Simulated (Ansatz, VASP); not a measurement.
## Na15S8: VASP beside Ansatz

```
Na S
1.0
    -6.56780    6.56780    0.00000
    -6.56780    0.00000    6.56780
     0.00000    6.56780    6.56780
Na S
15 8
Direct
  0.37497 0.87503 0.37503
  0.87503 0.37497 0.37503
  0.87503 0.87503 0.87497
  0.37497 0.37497 0.37503
  0.37497 0.87503 0.87497
  0.87503 0.37497 0.87497
  0.37500 0.37500 0.87500
  0.62500 0.62500 0.12500
  0.11185 0.63815 0.13815
  0.63815 0.11185 0.13815
  0.63815 0.63815 0.61185
  0.11185 0.11185 0.13815
  0.11185 0.63815 0.61185
  0.63815 0.11185 0.61185
  0.12500 0.12500 0.62500
  0.00433 0.00433 0.98702
  0.50031 0.99907 0.00031
  0.99907 0.50031 0.00031
  0.00433 0.00433 0.50433
  0.50031 0.50031 0.00031
  0.48702 0.00433 0.50433
  0.00433 0.48702 0.50433
  0.50031 0.50031 0.49907
```

Change from the starting cell: Na vacancy, atoms relaxed.

Alike in both runs: functional PBE; k mesh 4 × 4 × 4; occupations gaussian, width 0.05 eV; no spin polarisation.

Ansatz relaxed the structure, and its values are those at the end. VASP's run is a single point on that final structure, the one shown.

|  | VASP | Ansatz |
| --- | --- | --- |
| version | VASP 6.6.1 | Ansatz 0.2.0 |
| potentials or method | VASP PAW PBE potentials, release 64 (Na_pv, S), cutoff 400 eV | scalar-relativistic, plane waves, PAW |
| valence electrons in the cell | 153 | 183 |

Ansatz gave:

* gap on the k mesh at the Fermi level (eV): none
* pressure (GPa): 0.0

Question: Which values does VASP return?

Answer: gap on the k mesh at the Fermi level (eV): none; pressure (GPa): -0.1.

A gap of «none» marks a metal or a gap that the smearing closes. VASP's potentials hold 153 valence electrons a cell and Ansatz's 183, so a difference there can come from the potentials and not from the codes. Ansatz's warnings: stress scf threshold loose.
